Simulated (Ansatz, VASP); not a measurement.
**One calculation of Ru, two programs**

```
CELL_PARAMETERS angstrom
-1.52719 1.52719 1.52719
1.52719 -1.52719 1.52719
1.52719 1.52719 -1.52719
ATOMIC_POSITIONS crystal
Ru 0.00000 0.00000 0.00000
```

Alike in both runs: functional PBE; k mesh 19 × 19 × 19; occupations fermi-dirac, width 0.05 eV; non-collinear spin, spin-orbit coupling.

Ansatz relaxed the structure, and its values are those at the end. VASP's run is a single point on that final structure, the one shown.

```csv
,VASP,Ansatz
version,VASP 6.6.1,Ansatz 0.2.0
potentials or method,"VASP PAW PBE potentials, release 64 (Ru_pv)","PAW with Ansatz's default frozen-core files, fully relativistic files with spin-orbit coupling"
plane-wave cutoff (eV),520,420
valence electrons in the cell,14,16
```

|  | VASP | Ansatz | Ansatz less VASP |
| --- | --- | --- | --- |
| pressure (GPa) | 0.0 | 0.0 | -0.04 |
| net moment per atom (μB) | 0.00 | 0.00 | 0.000 |

With one functional, cell and mesh, what is left measures potentials, basis and numerics. VASP's potentials hold 14 valence electrons a cell and Ansatz's 16, so a difference there can come from the potentials and not from the codes.
